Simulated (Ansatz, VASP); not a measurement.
**CoO: VASP beside Ansatz**

Contents of INCAR:

```
SYSTEM = CoO
PREC = Accurate ; ENCUT = 520
EDIFF = 1E-6 ; ISMEAR = -1
SIGMA = 0.05 ; LREAL = .False.
LASPH = .True. ; NELM = 150
ALGO = Normal ; ISIF = 2
LWAVE = .False. ; LCHARG = .True.
ISPIN = 2 ; MAGMOM = 3.5 0
LORBIT = 11 ; LMAXMIX = 4
GGA = PS ; LELF = .True.
LVHAR = .True. ; NBANDS = 18
```

Contents of KPOINTS:

```
Automatic mesh
0
Gamma
  12 12 12
  0 0 0
```

File POSCAR:

```
CoO
1.0
   -1.5080000000      1.5080000000      2.1072475377
    1.5080000000     -1.5080000000      2.1072475377
    1.5080000000      1.5080000000     -2.1072475377
Co O
1 1
Direct
    0.0000000000      0.0000000000      0.0000000000
    0.5000000000      0.5000000000      0.0000000000
```

File input.yaml:

```yaml
crystal:
  lattice:
    - [-1.508, 1.508, 2.1072475377]
    - [1.508, -1.508, 2.1072475377]
    - [1.508, 1.508, -2.1072475377]
  atoms:
    - { symbol: Co, position: [0.0, 0.0, 0.0], spin: 3.5 }
    - { symbol: O, position: [0.5, 0.5, 0.0] }
hamiltonian:
  xc: pbesol
  pseudopotentials: { kind: paw }
magnetization:
  spin_polarized: true
kpoints:
  mp_grid: { grid: [12, 12, 12] }
scf:
  occupations: { method: fermi_dirac, width: 0.05 }
output:
  forces: true
  stress: true
  eigenvalues: true
```

Alike in both runs: task single point; functional PBEsol; k mesh 12 × 12 × 12; occupations fermi-dirac, width 0.05 eV; collinear spin.

```csv
,VASP,Ansatz
version,VASP 6.6.1,Ansatz 0.2.0
potentials or method,"VASP PAW PBE potentials, release 64 (Co, O)",Ansatz PAW
plane-wave cutoff (eV),520,420
valence electrons in the cell,15,23
```

VASP gave:

| Quantity | Value |
| --- | --- |
| gap on the k mesh at the Fermi level (eV) | none |
| pressure (GPa) | -9.7 |
| traceless stress, the component that is largest in VASP (GPa) | 0.19 |
| net moment per atom (μB) | 1.46 |
| size of the moment on the site where the two differ most (μB) | 2.56 |

Question: Estimate Ansatz's values.

Answer: gap on the k mesh at the Fermi level (eV): none; pressure (GPa): -9.1; traceless stress, the component that is largest in VASP (GPa): 0.25; net moment per atom (μB): 1.47; size of the moment on the site where the two differ most (μB): 2.48.

VASP's potentials were made for PBE, not for PBEsol. Site moments also hang on the region over which each program counts them. A gap of «none» marks a metal or a gap that the smearing closes. VASP's potentials hold 15 valence electrons a cell and Ansatz's 23, so a difference there can come from the potentials and not from the codes.
